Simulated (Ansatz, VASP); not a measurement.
BN in VASP and in Ansatz

Contents of INCAR:

```
ALGO = Normal
EDIFF = 1E-6
ENCUT = 600
GGA = PE
GGA_COMPAT = False
ISIF = 2
ISMEAR = 0
LASPH = True
LCHARG = False
LREAL = False
LWAVE = False
NBANDS = 11
NELM = 120
PREC = Accurate
SIGMA = 0.05
```

KPOINTS

```
k-points
0
Gamma
  12 12 12
```

POSCAR

```
BN
1.0
    0.0000000000      1.6673606323      1.8848424539
    1.6673606323      0.0000000000      1.8848424539
    1.6673606323      1.6673606323      0.0000000000
B N
1 1
Direct
    0.0000000000      0.0000000000      0.0000000000
    0.7500000000      0.7500000000      0.7500000000
```

Input for Ansatz:

```yaml
crystal:
  lattice:
    - [0.0, 1.6673606323, 1.8848424539]
    - [1.6673606323, 0.0, 1.8848424539]
    - [1.6673606323, 1.6673606323, 0.0]
  atoms:
    - { symbol: B, position: [0.0, 0.0, 0.0] }
    - { symbol: "N", position: [0.75, 0.75, 0.75] }
basis:
  ecutwfc: 420
kpoints:
  mp_grid: { grid: [12, 12, 12] }
hamiltonian:
  xc: pbe
scf:
  occupations: { method: gaussian, width: 0.05 }
output:
  forces: true
  stress: true
  eigenvalues: true
```

Change from the starting cell: strain -0.080 along x and y, +0.040 along z, atoms carried along.

Alike in both runs: task single point; functional PBE; k mesh 12 × 12 × 12; occupations gaussian, width 0.05 eV; no spin polarisation.

|  | VASP | Ansatz |
| --- | --- | --- |
| version | VASP 6.6.1 | Ansatz 0.2.0 |
| potentials or method | VASP PAW PBE potentials, release 64 (B, N), cutoff 600 eV | scalar-relativistic, plane waves, PAW |
| valence electrons in the cell | 8 | 8 |

Ansatz gave:

```
gap on the k mesh at the Fermi level (eV)                     : 3.36
least direct gap on the mesh (eV)                             : 8.49
pressure (GPa)                                                : 59.6
traceless stress, the component that is largest in VASP (GPa) : -66.43
```

Q: Which values does VASP return?

A: gap on the k mesh at the Fermi level (eV): 3.34; least direct gap on the mesh (eV): 8.48; pressure (GPa): 59.9; traceless stress, the component that is largest in VASP (GPa): -66.46.

Both programs put the cell under a high pressure, so it lies far from rest at this level.
